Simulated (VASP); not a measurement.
# WC (P-6m2) in VASP: a series of runs

The runs below take WC through single point, with PBEsol.

All numbers are computed with VASP 6.6.1; they aren't measurements. Logs are shortened: lines on timing, memory, paths and dates and some standing lists are left out, and cuts for length are marked.

### Step 1. The cell of the first run

Symmetry: P-6m2, No. 187, hexagonal system. Conventional cell: a = 2.898 Å, b = 2.898 Å, c = 2.828 Å, α = 90.00°, β = 90.00°, γ = 120.00°. Within 2.9 Å of W (site symmetry -6m2) lie 6 C at 2.19 Å and 8 W at 2.83 to 2.90 Å. C (site symmetry -6m2) has 6 W at 2.19 Å and 8 C at 2.83 to 2.90 Å within 2.9 Å.

### Step 2. Single point, PBEsol

Contents of INCAR:

```
SYSTEM = WC
ALGO = Normal ; EDIFF = 1E-6
ENCUT = 520 ; GGA = PS
ISIF = 2 ; ISMEAR = 0
LASPH = .True. ; LCHARG = .False.
LREAL = .False. ; LWAVE = .False.
NBANDS = 16 ; NELM = 60
PREC = Accurate ; SIGMA = 0.15
```

Contents of KPOINTS:

```
k-points
0
Gamma
  12 12 12
  0 0 0
```

Contents of POSCAR:

```
WC
1.0
    2.8984136660      0.0000000000      0.0000000000
   -1.4492068330      2.5100998655      0.0000000000
    0.0000000000      0.0000000000      2.8276119028
W C
1 1
Direct
    0.0000000000      0.0000000000      0.0000000000
    0.6666666667      0.3333333333      0.5000000000
```

Potentials or basis: VASP PAW PBE potentials, release 64 (W_sv, C).

Command:

```bash
> cat potpaw_PBE.64/W_sv/POTCAR potpaw_PBE.64/C/POTCAR > POTCAR
> mpirun -np 1 vasp_std > vasp.out
```

OUTCAR:

```text
SYSTEM = WC
   EDIFF = 1E-6
   ENCUT = 520
   GGA = PS
   ISIF = 2
   ISMEAR = 0
   LASPH = .True.
   LREAL = .False.
   NELM = 60
   PREC = Accurate

 ion  position               nearest neighbor table
   1  0.000  0.000  0.000-   2 2.19   2 2.19   2 2.19   2 2.19   2 2.19   2 2.19
   2  0.667  0.333  0.500-   1 2.19   1 2.19   1 2.19   1 2.19   1 2.19   1 2.19

  LATTYP: Found a hexagonal cell.
 ALAT       =     2.8984136660
 C/A-ratio  =     0.9755722366

  Lattice vectors:

 A1 = (   2.8984136660,   0.0000000000,   0.0000000000)
 A2 = (  -1.4492068330,   2.5100998655,   0.0000000000)
 A3 = (   0.0000000000,   0.0000000000,   2.8276119028)

Analysis of symmetry for initial positions (statically):
=====================================================================
 Subroutine PRICEL returns:
 Original cell was already a primitive cell.

 Routine SETGRP: Setting up the symmetry group for a
 hexagonal supercell.

 Subroutine GETGRP returns: Found 12 space group operations
 (whereof 12 operations were pure point group operations)
 out of a pool of 24 trial point group operations.

The static configuration has the point symmetry D_3h.

Analysis of symmetry for dynamics (positions and initial velocities):
=====================================================================
 Subroutine PRICEL returns:
 Original cell was already a primitive cell.

 Routine SETGRP: Setting up the symmetry group for a
 hexagonal supercell.

 Subroutine GETGRP returns: Found 12 space group operations
 (whereof 12 operations were pure point group operations)
 out of a pool of 24 trial point group operations.

The dynamic configuration has the point symmetry D_3h.

 Subroutine INISYM returns: Found 12 space group operations
 (whereof 12 operations are pure point group operations),
 and found     1 'primitive' translations

----------------------------------------------------------------------------------------

                                     Primitive cell

  volume of cell :      20.5717

  direct lattice vectors                    reciprocal lattice vectors
     2.898413666  0.000000000  0.000000000     0.345016314  0.199195262  0.000000000
    -1.449206833  2.510099865  0.000000000     0.000000000  0.398390524  0.000000000
     0.000000000  0.000000000  2.827611903     0.000000000  0.000000000  0.353655323

  length of vectors
     2.898413666  2.898413666  2.827611903     0.398390524  0.398390524  0.353655323

  position of ions in fractional coordinates (direct lattice)
     0.000000000  0.000000000  0.000000000
     0.666666667  0.333333333  0.500000000

  ion indices of the primitive-cell ions
   primitive index   ion index
                 1           1
                 2           2

----------------------------------------------------------------------------------------

 KPOINTS: k-points

Automatic generation of k-mesh.
 Grid dimensions read from file:
 generate k-points for:   12   12   12

 Generating k-lattice:

  Cartesian coordinates                     Fractional coordinates (reciprocal lattice)
     0.028751360  0.016599605  0.000000000     0.083333333  0.000000000  0.000000000
     0.000000000  0.033199210  0.000000000     0.000000000  0.083333333  0.000000000
     0.000000000  0.000000000  0.029471277     0.000000000  0.000000000  0.083333333

  Length of vectors
     0.033199210  0.033199210  0.029471277

  Shift w.r.t. Gamma in fractional coordinates (k-lattice)
     0.000000000  0.000000000  0.000000000

 Subroutine IBZKPT returns following result:
 ===========================================

 Found    133 irreducible k-points:

 Following reciprocal coordinates:
            Coordinates               Weight
  0.000000  0.000000  0.000000      1.000000
  0.083333 -0.000000  0.000000      6.000000
  0.166667 -0.000000  0.000000      6.000000
  0.250000 -0.000000  0.000000      6.000000
  0.333333 -0.000000  0.000000      6.000000
  0.416667 -0.000000  0.000000      6.000000
[... 16 lines left out ...]
  0.250000 -0.000000  0.083333     12.000000
  0.333333 -0.000000  0.083333     12.000000
 [... further k-points ...]
   k-points           NKPTS =    133   k-points in BZ     NKDIM =    133   number of bands    NBANDS=     16
   number of dos      NEDOS =    301   number of ions     NIONS =      2
   total plane-waves  NPLWV =  13824
   dimension x,y,z NGX =    24 NGY =   24 NGZ =   24
   dimension x,y,z NGXF=    48 NGYF=   48 NGZF=   48
   ions per type =               1   1
   NGX,Y,Z   is equivalent  to a cutoff of  13.77, 13.77, 14.11 a.u.
   NGXF,Y,Z  is equivalent  to a cutoff of  27.53, 27.53, 28.22 a.u.
 SYSTEM =  WC
   PREC   = accura    normal or accurate (medium, high low for compatibility)
   ISTART =      0    job   : 0-new  1-cont  2-samecut
   ICHARG =      2    charge: 1-file 2-atom 10-const
   ISPIN  =      1    spin polarized calculation?
   LNONCOLLINEAR =      F non collinear calculations
   LSORBIT =      F    spin-orbit coupling
   LASPH  =      T    aspherical Exc in radial PAW
   ENCUT  =  520.0 eV  38.22 Ry    6.18 a.u.   5.39  5.39  5.26*2*pi/ulx,y,z
   NELM   =     60;   NELMIN=  2; NELMDL= -5     # of ELM steps
   EDIFF  = 0.1E-05   stopping-criterion for ELM
   LREAL  =      F    real-space projection
   EDIFFG = 0.1E-04   stopping-criterion for IOM
   NSW    =      0    number of steps for IOM
   IBRION =     -1    ionic relax: 0-MD 1-quasi-New 2-CG
   NFREE  =      0    steps in history (QN), initial steepest desc. (CG)
   ISIF   =      2    stress and relaxation
   ISYM   =      2    0-nonsym 1-usesym 2-fastsym
   POTIM  = 0.5000    time-step for ionic-motion
   TEBEG  =    0.0;   TEEND  =   0.0 temperature during run
   PSTRESS=    0.0 pullay stress
   NELECT =      18.0000    total number of electrons
   NUPDOWN=      -1.0000    fix difference up-down
   EMIN   =  10.00;   EMAX   =-10.00  energy-range for DOS
   EFERMI =   0.00;   METHOD = LEGACY
   ISMEAR =     0;   SIGMA  =   0.15  broadening in eV -4-tet -1-fermi 0-gaus
   EFERMI_NEDOS =   21; number of points for ismear=-14 and -15
   IALGO  =     38    algorithm
   IMIX   =      4    mixing-type and parameters
     AMIX     =   0.40;   BMIX     =  1.00
     AMIX_MAG =   1.60;   BMIX_MAG =  1.00
  volume/ion in A,a.u.               =      10.29        69.41
  Fermi-wavevector in a.u.,A,eV,Ry     =   1.565820  2.958971 33.358675  2.451793
  Thomas-Fermi vector in A             =   2.668240
   LORBIT       =      0    0 simple, 1 ext, 2 COOP (PROOUT), +10 PAW based schemes
   GGA     = PS    functional components
   LHFCALC =     F    Hartree Fock is set to
   AEXX    =    0.0000 exact exchange contribution
   IVDW    =     0    specifies the selected vdW correction
   LEPSILON=     F    determine dielectric tensor
   LRPA    =     F    only Hartree local field effects (RPA)
 non-spin polarized calculation
 Gauss-broadening in eV      SIGMA  =   0.15
  energy-cutoff  :      520.00
  volume of cell :       20.57
 maximum number of plane-waves:       575
 NGX is ok and might be reduce to    24

 number of electron      18.0000001 magnetization

 Free energy of the ion-electron system (eV)
  ---------------------------------------------------
  ext. energy  EPLUGINS =         0.00000000
  ---------------------------------------------------
  free energy    TOTEN  =       -23.90268809 eV

  energy without entropy =      -23.90028464  energy(sigma->0) =      -23.90148637

 E-fermi :  11.0459     XC(G=0): -13.9766

 val. band max:       11.0076338405   @ k =   0.0833  -0.0000   0.3333
 cond. band min:      11.1507287945   @ k =   0.0833   0.0833   0.4167
 fundamental gap:      0.1430949540
 Fermi energy:        11.0459383455

 k-point     1 :       0.0000    0.0000    0.0000
  band No.  band energies     occupation
      1     -62.8613      2.00000
      2     -26.8466      2.00000
      3     -26.7422      2.00000
      4     -26.7422      2.00000
      5      -3.4388      2.00000
      6       6.6764      2.00000
[... 8 lines left out ...]
     15      25.4484      0.00000
     16      27.8381      0.00000

 k-point     2 :       0.0833   -0.0000    0.0000
  band No.  band energies     occupation
      1     -62.8573      2.00000
      2     -26.8389      2.00000
      3     -26.8021      2.00000
      4     -26.7557      2.00000
      5      -3.2533      2.00000
      6       6.7230      2.00000
[... 8 lines left out ...]
     15      25.0845      0.00000
     16      28.2263      0.00000

 k-point     3 :       0.1667   -0.0000    0.0000
  band No.  band energies     occupation
      1     -62.8461      2.00000
      2     -26.9629      2.00000
      3     -26.8178      2.00000
      4     -26.7924      2.00000
      5      -2.7295      2.00000
      6       6.3172      2.00000
[... 8 lines left out ...]
     15      24.7547      0.00000
     16      29.2930      0.00000

 k-point     4 :       0.2500   -0.0000    0.0000
  band No.  band energies     occupation
      1     -62.8308      2.00000
      2     -27.1767      2.00000
      3     -26.8421      2.00000
      4     -26.7889      2.00000
      5      -1.9603      2.00000
      6       5.4859      2.00000
[... 8 lines left out ...]
     15      25.1179      0.00000
     16      29.3934      0.00000
[... 324 lines left out ...]
 k-point    22 :       0.1667   -0.0000    0.0833
  band No.  band energies     occupation
      1     -62.8433      2.00000
      2     -26.9581      2.00000
      3     -26.8705      2.00000
      4     -26.7875      2.00000
      5      -2.5745      2.00000
      6       6.3900      2.00000
[... 8 lines left out ...]
     15      24.6330      0.00000
     16      29.1732      0.00000

 k-point    23 :       0.2500   -0.0000    0.0833
  band No.  band energies     occupation
      1     -62.8280      2.00000
      2     -27.1705      2.00000
      3     -26.8408      2.00000
      4     -26.8370      2.00000
      5      -1.8297      2.00000
      6       5.5458      2.00000
[... 8 lines left out ...]
     15      24.8106      0.00000
     16      28.9180      0.00000

 k-point    24 :       0.3333   -0.0000    0.0833
  band No.  band energies     occupation
      1     -62.8127      2.00000
      2     -27.3772      2.00000
      3     -26.8860      2.00000
      4     -26.8107      2.00000
      5      -0.9959      2.00000
      6       4.7432      2.00000
[... 8 lines left out ...]
     15      25.5616      0.00000
     16      27.8517      0.00000

 [... further k-points ...]
[... 5 lines left out ...]
  --------------------------------------------------------------------------------------
  -------------------------------------------------------------------------------------
  Total        0.1657249      0.1657249      0.1941252      0.0000000      0.0000000      0.0000000
  in kB       12.9070575     12.9070575     15.1189386      0.0000000      0.0000000      0.0000000
  external PRESSURE =      13.6443512 kB  Pullay stress =       0.0000000 kB

 VOLUME and BASIS-vectors are now :
 -----------------------------------------------------------------------------
  energy-cutoff  :      520.00
  volume of cell :       20.57
      direct lattice vectors                 reciprocal lattice vectors
     2.898413666  0.000000000  0.000000000     0.345016314  0.199195262  0.000000000
    -1.449206833  2.510099865  0.000000000     0.000000000  0.398390524  0.000000000
     0.000000000  0.000000000  2.827611903     0.000000000  0.000000000  0.353655323

 POSITION                                       TOTAL-FORCE (eV/Angst)
 -----------------------------------------------------------------------------------
      0.00000      0.00000      0.00000        -0.000000      0.000000      0.000000
      1.44921      0.83670      1.41381         0.000000     -0.000000      0.000000
 -----------------------------------------------------------------------------------
    total drift:                                0.000000     -0.000000      0.000000

  FREE ENERGIE OF THE ION-ELECTRON SYSTEM (eV)
  ---------------------------------------------------
  free  energy   TOTEN  =       -23.9026880862 eV

  energy  without entropy=      -23.9002846440  energy(sigma->0) =      -23.90148637
```

Wall time 80 s (1 thread of AMD EPYC 7R13, shared host); peak memory 0.14 GiB.

What came out:

- Free energy: -23.9027 eV
- Pressure: 1.4 GPa
- Band gap on the k mesh: zero (band 9 reaches 11.68 eV, above the bottom of band 10 at 10.45 eV)

Caveat: the PAW data sets were made with another functional, which shifts forces and pressure a little; spin-orbit coupling is left out, which moves the levels of the heavy elements.

### Step 3. Single point, PBEsol

This run uses another cell than the first one: it holds 6 atoms, not 2.

Contents of INCAR:

```
SYSTEM = WC
ALGO = Normal
EDIFF = 1E-6
ENCUT = 520
GGA = PS
ISIF = 2
ISMEAR = 0
LASPH = .True.
LCHARG = .False.
LREAL = .False.
LWAVE = .False.
NBANDS = 36
NELM = 60
PREC = Accurate
SIGMA = 0.15
```

Contents of KPOINTS:

```
k-points
0
Gamma
  23 23 7
  0 0 0
```

Contents of POSCAR:

```
WC
1.0
   -2.8984136670      0.0000000000      0.0000000000
   -1.4492068335     -2.5100998663      0.0000000000
    0.0000000000      0.0000000000      8.4828357108
W C
3 3
Direct
    0.0000000000      0.0000000000      0.0000000000
    0.0000000000      0.0000000000      0.3333333333
    0.0000000000      0.0000000000      0.6666666667
    0.6666666667      0.6666666667      0.1666666667
    0.6666666667      0.6666666667      0.5000000000
    0.6666666667      0.6666666667      0.8333333333
```

Potentials or basis: VASP PAW PBE potentials, release 64 (W_sv, C).

Command:

```bash
> cat potpaw_PBE.64/W_sv/POTCAR potpaw_PBE.64/C/POTCAR > POTCAR
> mpirun -np 1 vasp_std > vasp.out
```

It took 7.2 min on 1 thread of AMD EPYC 7R13 (Zen 3), shared host; peak memory 0.44 GiB.

It converged, with:

```yaml
Free_energy: -71.7038 eV
Pressure: 1.3 GPa
Band_gap_on_the_k_mesh: zero (band 27 reaches 11.74 eV, above the bottom of band 28 at 10.69 eV)
```

Levels at points of the mesh, in eV from the Fermi level:
```tsv
k point	band 23	band 24	band 25	band 26	band 27	band 28	band 29	band 30	band 31	band 32
(0.00, 0.00, 0.00)	-2.38	-2.38	-0.11	-0.11	-0.11	-0.11	0.12	2.11	2.11	3.27
```

Caveat: the PAW data sets were made with another functional, which shifts forces and pressure a little; spin-orbit coupling is left out, which moves the levels of the heavy elements.

### Step 4. Single point, PBEsol

Contents of INCAR:

```
SYSTEM = WC
  PREC = Accurate
  ENCUT = 520
  EDIFF = 1E-6
  ISMEAR = 0
  SIGMA = 0.1
  LREAL = .FALSE.
  LASPH = .TRUE.
  NELM = 80
  ALGO = Normal
  ISIF = 2
  LWAVE = .FALSE.
  LCHARG = .FALSE.
  GGA = PS
  ISYM = 0
  NBANDS = 16
```

Contents of KPOINTS:

```
regular mesh
0
G
  12 12 14
  0 0 0
```

Contents of POSCAR:

```
WC
1.0
    2.8276119033      0.0000000000      0.0000000000
    0.0000000000      2.8984136668      0.0000000000
    0.0000000000     -1.4492068334      2.5100998662
W C
1 1
Direct
    0.0000000000      0.0000000000      0.0000000000
    0.5000000000      0.3333333333      0.6666666667
```

Potentials or basis: VASP PAW PBE potentials, release 64 (W_sv, C).

Command:

```bash
> cat potpaw_PBE.64/W_sv/POTCAR potpaw_PBE.64/C/POTCAR > POTCAR
> mpirun -np 1 vasp_std > vasp.out
```

OUTCAR:

```text
SYSTEM = WC
   PREC = Accurate
   ENCUT = 520
   EDIFF = 1E-6
   ISMEAR = 0
   LREAL = .FALSE.
   LASPH = .TRUE.
   NELM = 80
   ISIF = 2
   GGA = PS
   ISYM = 0

 ion  position               nearest neighbor table
   1  0.000  0.000  0.000-   2 2.19   2 2.19   2 2.19   2 2.19   2 2.19   2 2.19
   2  0.500  0.333  0.667-   1 2.19   1 2.19   1 2.19   1 2.19   1 2.19   1 2.19

IMPORTANT INFORMATION: All symmetrisations will be switched off!
NOSYMM: (Re-)initialisation of all symmetry stuff for point group C_1.

[... 626 lines left out ...]
     16      28.7895      0.00000

 [... further k-points ...]
[... 5 lines left out ...]
  --------------------------------------------------------------------------------------
  -------------------------------------------------------------------------------------
  Total        0.2011250      0.1689532      0.1560957     -0.0000000      0.0093101     -0.0000002
  in kB       15.6641012     13.1584863     12.1571121     -0.0000023      0.7250949     -0.0000135
  external PRESSURE =      13.6598998 kB  Pullay stress =       0.0000000 kB

 VOLUME and BASIS-vectors are now :
 -----------------------------------------------------------------------------
  energy-cutoff  :      520.00
  volume of cell :       20.57
      direct lattice vectors                 reciprocal lattice vectors
     2.827611903  0.000000000  0.000000000     0.353655323  0.000000000  0.000000000
     0.000000000  2.898413667  0.000000000     0.000000000  0.345016314  0.199195262
     0.000000000 -1.449206833  2.510099866     0.000000000  0.000000000  0.398390524

 POSITION                                       TOTAL-FORCE (eV/Angst)
 -----------------------------------------------------------------------------------
      0.00000      0.00000      0.00000         0.000000      0.000614      0.003069
      1.41381     -0.00000      1.67340        -0.000000     -0.000614     -0.003069
 -----------------------------------------------------------------------------------
    total drift:                                0.000001      0.000004     -0.000003

  FREE ENERGIE OF THE ION-ELECTRON SYSTEM (eV)
  ---------------------------------------------------
  free  energy   TOTEN  =       -23.9010088013 eV

  energy  without entropy=      -23.8995786583  energy(sigma->0) =      -23.90029373
```

It took 2.6 min on 1 thread of Intel Xeon Platinum 8259CL at 2.50GHz (Skylake/Cascade Lake), shared host; peak memory 0.43 GiB.

Results:

```
Free energy            : -23.9010 eV
Pressure               : 1.4 GPa
Largest force          : 0.003 eV/Å
Band gap on the k mesh : zero (band 9 reaches 11.74 eV, above the bottom of band 10 at 10.45 eV)
```

Forces on the atoms (eV/Å):
```
W    0.000  0.001  0.003
C    0.000 -0.001 -0.003
```

Caveat: the PAW data sets were made with another functional, which shifts forces and pressure a little; spin-orbit coupling is left out, which moves the levels of the heavy elements.

(Part 1 of 2 ends here.)
